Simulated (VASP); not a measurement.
A run of VASP 6.6.1 is set up as follows.

File INCAR:

```
SYSTEM = Au
  ALGO = Normal
  EDIFF = 1E-6
  ENCUT = 520
  ISIF = 2
  ISMEAR = -1
  LASPH = .True.
  LCHARG = .True.
  LELF = .True.
  LREAL = .False.
  LVHAR = .True.
  LWAVE = .False.
  NBANDS = 18
  NELM = 100
  PREC = Accurate
  SIGMA = 0.03
```

File KPOINTS:

```
k-points
0
Gamma
  14 14 8
  0 0 0
```

POSCAR

```
Au
1.0
    2.9579983786      0.0000000000      0.0000000000
   -1.4789991893      2.5617017403      0.0000000000
    0.0000000000      0.0000000000      4.8800000000
Au
2
Direct
    0.3333333333      0.6666666667      0.7500000000
    0.6666666667      0.3333333333      0.2500000000
```

Potentials or basis: VASP PAW LDA potentials, release 64 (Au).

Run with:

```sh
$ cat potpaw_LDA.64/Au/POTCAR > POTCAR
$ mpirun -np 1 vasp_std > vasp.out
```

**Question.** What does it give for the band gap on the k mesh?

**Answer.** Zero (band 11 reaches 11.48 eV, above the bottom of band 12 at 5.45 eV).

**Question.** Estimate the pressure.

**Answer.** -14.7 GPa.

Stress tensor (GPa, compression positive):
```
-14.93   0.00   0.00
  0.00 -14.93   0.00
  0.00   0.00 -14.32
```

Caveat: the cell differs from its parent crystal (equal xx and yy strain of +2 %); spin-orbit coupling is left out, which moves the levels of the heavy elements.
